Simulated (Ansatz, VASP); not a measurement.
Sc in VASP and in Ansatz

```
CELL_PARAMETERS angstrom
3.24238 0.00000 0.00000
-1.62119 2.80798 0.00000
0.00000 0.00000 10.35507
ATOMIC_POSITIONS crystal
Sc 0.00000 0.00000 0.00000
Sc 0.00000 0.00000 0.50000
Sc 0.33333 0.66667 0.75000
Sc 0.66667 0.33333 0.25000
```

Alike in both runs: functional PBEsol; k mesh 18 × 18 × 6; occupations gaussian, width 0.1 eV; no spin polarisation.

Ansatz relaxed the structure, and its values are those at the end. VASP's run is a single point on that final structure, the one shown.

```csv
,VASP,Ansatz
version,VASP 6.6.1,Ansatz 0.2.0
potentials or method,"VASP PAW PBE potentials, release 64 (Sc_sv), cutoff 520 eV","scalar-relativistic, plane waves, PAW"
valence electrons in the cell,44,44
```

```csv
,VASP,Ansatz,Ansatz less VASP
gap on the k mesh at the Fermi level (eV),none,none,-
pressure (GPa),0.0,0.0,-0.01
```

VASP's potentials were made for PBE, not for PBEsol. A gap of «none» marks a metal or a gap that the smearing closes. The functional is the same, so the differences come from potentials, cutoffs and numerics.
